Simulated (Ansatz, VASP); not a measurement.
# Two plane-wave programs on Ta2N

The input INCAR:

```
ALGO = Normal
EDIFF = 1E-7
EDIFFG = -0.05
ENCUT = 600
GGA = PS
GGA_COMPAT = F
IBRION = 2
ISIF = 3
ISMEAR = 0
LASPH = T
LCHARG = F
LREAL = F
LWAVE = F
NELM = 120
NELMIN = 4
NSW = 100
PREC = Accurate
SIGMA = 0.1
```

The input KPOINTS:

```
k-points
0
Gamma
  9 9 4
```

POSCAR

```
Ta2N
1.0
    3.1128615060      0.0000000000      0.0000000000
   -1.5564307530      2.6958171426      0.0000000000
    0.0000000000      0.0000000000      4.8698410000
Ta N
2 1
Direct
    0.6666666700      0.3333333300      0.7452890000
    0.3333333300      0.6666666700      0.2547110000
    0.0000000000      0.0000000000      0.0000000000
```

Input for Ansatz:

```yaml
crystal:
  lattice:
    - [3.112861506, 0.0, 0.0]
    - [-1.556430753, 2.6958171426, 0.0]
    - [0.0, 0.0, 4.869841]
  atoms:
    - { symbol: Ta, position: [0.66666667, 0.33333333, 0.745289] }
    - { symbol: Ta, position: [0.33333333, 0.66666667, 0.254711] }
    - { symbol: "N", position: [0.0, 0.0, 0.0] }
basis:
  ecutwfc: 520.0
kpoints:
  mp_grid: { grid: [9, 9, 4] }
hamiltonian:
  xc: pbesol
  pseudopotentials: { kind: paw, azcp: { folder: soft_1 } }
scf:
  occupations: { method: gaussian, width: 0.1 }
output:
  forces: true
  stress: true
  eigenvalues: true
relax:
  adjacent_minimum: "off"
  f_tol: 0.05
  max_steps: 80
  cell: { stress_tol: 0.5 }
```

Alike in both runs: task relaxation of cell and atoms; functional PBEsol; k mesh 9 × 9 × 4; occupations gaussian, width 0.1 eV; no spin polarisation.

|  | VASP | Ansatz |
| --- | --- | --- |
| version | VASP 6.6.1 | Ansatz 0.2.0 |
| potentials or method | VASP PAW PBE potentials, release 64 (Ta_pv, N), cutoff 600 eV | scalar-relativistic, plane waves, PAW |
| valence electrons in the cell | 27 | 31 |

VASP gave:

| Item | Value |
| --- | --- |
| gap on the k mesh at the Fermi level, each at its own relaxed structure (eV) | none |
| relaxed volume (Å³/atom) | 13.23 |
| relaxed cell length with the largest relative difference (Å) | 4.814 |

**Question.** Estimate Ansatz's values.

**Answer.** gap on the k mesh at the Fermi level, each at its own relaxed structure (eV): none; relaxed volume (Å³/atom): 13.22; relaxed cell length with the largest relative difference (Å): 4.811.

VASP's potentials were made for PBE, not for PBEsol, and Ansatz warns of the same on its side. A gap of «none» marks a metal or a gap that the smearing closes. VASP's potentials hold 27 valence electrons a cell and Ansatz's 31, so a difference there can come from the potentials and not from the codes.

Neither program's run includes spin-orbit coupling.
